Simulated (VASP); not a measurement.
Runs of VASP 6.6.1 on C. The structure is that of space group P6_3/mmc (No. 194), or close to it. The cells are those of the table. 

| task | cell | k mesh | cutoff (eV) | smearing | gap on the mesh (eV) | pressure (GPa) | relaxed volume (Å³/atom) |
| --- | --- | --- | --- | --- | --- | --- | --- |
| single point | a = 2.467, b = 2.467, c = 6.937 Å, angles 90.0, 90.0, 120.0°, 4 atoms | 21 × 21 × 6 | 520 | gaussian 0.1 eV | none | -0.4 | - |
| single point | a = 2.465, b = 2.465, c = 6.740 Å, angles 90.0, 90.0, 120.0°, 4 atoms | 21 × 21 × 6 | 520 | fermi-dirac 0.15 eV | none | 0.4 | - |
| relaxation of cell and atoms | relaxed from a = 2.465, b = 2.465, c = 6.744 Å, angles 90.0, 90.0, 120.0°, 4 atoms | 21 × 21 × 6 | 600 | gaussian 0.1 eV | none | 0.0 | 8.77 |
| single point | a = 2.468, b = 2.468, c = 7.132 Å, angles 90.0, 90.0, 120.0°, 4 atoms | 21 × 21 × 6 | 520 | gaussian 0.1 eV | none | -0.9 | - |
| single point | a = 2.465, b = 2.465, c = 6.744 Å, angles 90.0, 90.0, 120.0°, 4 atoms | 21 × 21 × 6 | 520 | gaussian 0.1 eV | none | 0.4 | - |
| single point | a = 2.456, b = 2.456, c = 6.181 Å, angles 90.0, 90.0, 120.0°, 4 atoms | 21 × 21 × 6 | 520 | gaussian 0.1 eV | none | 5.4 | - |
| relaxation of cell and atoms | relaxed from a = 2.467, b = 2.467, c = 7.803 Å, angles 90.0, 90.0, 120.0°, 4 atoms | 21 × 21 × 6 | 600 | gaussian 0.1 eV | none | 0.0 | 8.78 |
| relaxation of cell and atoms | relaxed from a = 2.465, b = 2.465, c = 6.744 Å, angles 90.0, 90.0, 120.0°, 4 atoms | 21 × 21 × 6 | 600 | fermi-dirac 0.15 eV | none | 0.0 | 8.78 |
| single point | a = 2.463, b = 2.463, c = 6.553 Å, angles 90.0, 90.0, 120.0°, 4 atoms | 21 × 21 × 6 | 520 | gaussian 0.1 eV | none | (a) | - |
| single point | a = 2.460, b = 2.460, c = 6.366 Å, angles 90.0, 90.0, 120.0°, 4 atoms | 21 × 21 × 6 | 520 | gaussian 0.1 eV | none | (b) | - |
| single point | a = 2.452, b = 2.452, c = 6.000 Å, angles 90.0, 90.0, 120.0°, 4 atoms | 21 × 21 × 6 | 520 | gaussian 0.1 eV | none | 8.3 | - |
| single point | a = 2.467, b = 2.467, c = 7.803 Å, angles 90.0, 90.0, 120.0°, 4 atoms | 9 × 9 × 4 | 520 | gaussian 0.1 eV | none | -0.7 | - |

Alike in all rows: level PBE+D3(BJ); potentials or basis VASP PAW PBE potentials, release 64 (C); no spin polarisation.

Q: Estimate the missing entries.

A: (a) 1.6; (b) 3.2.

Caveats: pairwise dispersion overbinds metals, which lowers pressure and volume (some runs).

A gap of «none» marks levels without a gap at the run's occupations.
